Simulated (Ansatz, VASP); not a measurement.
# Two plane-wave programs on ZrC

Contents of INCAR:

```
  PREC = Accurate
  ENCUT = 520
  EDIFF = 1E-6
  ISMEAR = 0
  SIGMA = 0.15
  LREAL = F
  LASPH = T
  NELM = 100
  ALGO = Normal
  ISIF = 2
  LWAVE = F
  LCHARG = F
  GGA = PE
  NBANDS = 15
```

File KPOINTS:

```
Automatic mesh
0
Gamma
  18 18 18
```

The input POSCAR:

```
ZrC
1.0
    0.0000000000      2.4442184000      2.5382268000
    2.4442184000      0.0000000000      2.5382268000
    2.4442184000      2.4442184000      0.0000000000
Zr C
1 1
Direct
    0.5000000000      0.5000000000      0.5000000000
    0.0000000000      0.0000000000      0.0000000000
```

Input for Ansatz:

```yaml
crystal:
  lattice:
    - [0.0, 2.4442184, 2.5382268]
    - [2.4442184, 0.0, 2.5382268]
    - [2.4442184, 2.4442184, 0.0]
  atoms:
    - { symbol: Zr, position: [0.5, 0.5, 0.5] }
    - { symbol: C, position: [0.0, 0.0, 0.0] }
basis:
  ecutwfc: 420
kpoints:
  mp_grid: { grid: [18, 18, 18] }
hamiltonian:
  xc: pbe
scf:
  occupations: { method: gaussian, width: 0.15 }
output:
  forces: true
  stress: true
  eigenvalues: true
```

Change from the starting cell: strain +0.040 along x and y, +0.080 along z, atoms carried along.

Alike in both runs: task single point; functional PBE; k mesh 18 × 18 × 18; occupations gaussian, width 0.15 eV; no spin polarisation.

```csv
,VASP,Ansatz
version,VASP 6.6.1,Ansatz 0.2.0
potentials or method,"VASP PAW PBE potentials, release 64 (Zr_sv, C), cutoff 520 eV","scalar-relativistic, plane waves, PAW"
valence electrons in the cell,16,16
```

|  | VASP | Ansatz | Ansatz less VASP |
| --- | --- | --- | --- |
| gap on the k mesh at the Fermi level (eV) | none | none | - |
| pressure (GPa) | -23.9 | -24.1 | -0.14 |
| traceless stress, the component that is largest in VASP (GPa) | -3.61 | -3.56 | +0.051 |

A gap of «none» marks a metal or a gap that the smearing closes.
